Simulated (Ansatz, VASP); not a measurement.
# Sn3Se2: VASP beside Ansatz

```
Sn Se
1.0
     5.28873    0.00000    0.00000
    -2.64437    4.58018    0.00000
     0.00000    0.00000    5.95441
Sn Se
3 2
Direct
  0.00000 0.00000 0.00000
  0.33333 0.66667 0.74056
  0.66667 0.33333 0.25944
  0.33333 0.66667 0.27148
  0.66667 0.33333 0.72852
```

Change from the starting cell: species swapped into the Ga3Pt2 type (P-3m1, No. 164).

Alike in both runs: functional PBE; k mesh 4 × 4 × 3; occupations gaussian, width 0.2 eV; no spin polarisation.

Ansatz relaxed the structure, and its values are those at the end. VASP's run is a single point on that final structure, the one shown.

```csv
,VASP,Ansatz
version,VASP 6.6.1,Ansatz 0.2.0
potentials or method,"VASP PAW PBE potentials, release 64 (Sn_d, Se), cutoff 500 eV","scalar-relativistic, plane waves, PAW"
valence electrons in the cell,54,74
```

VASP gave:

| Quantity | Value |
| --- | --- |
| gap on the k mesh at the Fermi level (eV) | none |
| pressure (GPa) | -0.2 |
| rms of the force components (eV/Å) | 0.008 |

Question: Estimate Ansatz's values.

Answer: gap on the k mesh at the Fermi level (eV): none; pressure (GPa): -0.1; rms of the force components (eV/Å): 0.008.

A gap of «none» marks a metal or a gap that the smearing closes. VASP's potentials hold 54 valence electrons a cell and Ansatz's 74, so a difference there can come from the potentials and not from the codes.
